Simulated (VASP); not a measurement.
Wanted: the native input for a VASP 6.6.1 run.

```yaml
Task: single point
Functional: r2SCAN
Potentials_or_basis: VASP PAW PBE potentials, release 64 (Li_sv)
Cutoff: 520 eV
k_mesh: 9 × 9 × 9
Occupations: fermi-dirac, width 0.0104 eV
Spin: no spin polarisation
Dipole_correction: no
Further_INCAR_settings: ALGO = Normal; EDIFF = 1e-06; NBANDS = 8
```

Li:

```
CELL_PARAMETERS angstrom
-1.82292 1.82292 1.56714
1.82292 -1.82292 1.56714
1.82292 1.82292 -1.56714
ATOMIC_POSITIONS crystal
Li 0.00000 0.00000 0.00000
```

The input as run:

POSCAR

```
Li
1.0
   -1.8229191439      1.8229191439      1.5671415712
    1.8229191439     -1.8229191439      1.5671415712
    1.8229191439      1.8229191439     -1.5671415712
Li
1
Direct
    0.0000000000      0.0000000000      0.0000000000
```

INCAR.step1

```
ALGO = Normal ; EDIFF = 1E-4
ENCUT = 520 ; GGA = PE
ISMEAR = -1 ; LASPH = T
LCHARG = F ; LREAL = F
LWAVE = T ; NBANDS = 8
NELM = 80 ; PREC = Accurate
SIGMA = 0.0104
```

INCAR.step2

```
ALGO = Normal ; EDIFF = 1E-6
ENCUT = 520 ; ISIF = 2
ISMEAR = -1 ; ISTART = 1
LASPH = T ; LCHARG = T
LELF = T ; LMIXTAU = T
LREAL = F ; LVHAR = T
LWAVE = F ; METAGGA = R2SCAN
NBANDS = 8 ; NELM = 80
PREC = Accurate ; SIGMA = 0.0104
```

KPOINTS

```
k-points
0
Gamma
  9 9 9
```

Potentials or basis: VASP PAW PBE potentials, release 64 (Li_sv).

Command:

```bash
$ cat potpaw_PBE.64/Li_sv/POTCAR > POTCAR
$ cp INCAR.step1 INCAR
$ mpirun -np 1 vasp_std > vasp.out
$ cp INCAR.step2 INCAR
$ mpirun -np 1 vasp_std > vasp.out
```

Run time: 18 s on 1 thread of Intel(R) Xeon(R) 6975P-C (Granite Rapids), with other jobs on the host, peak memory 0.13 GiB.
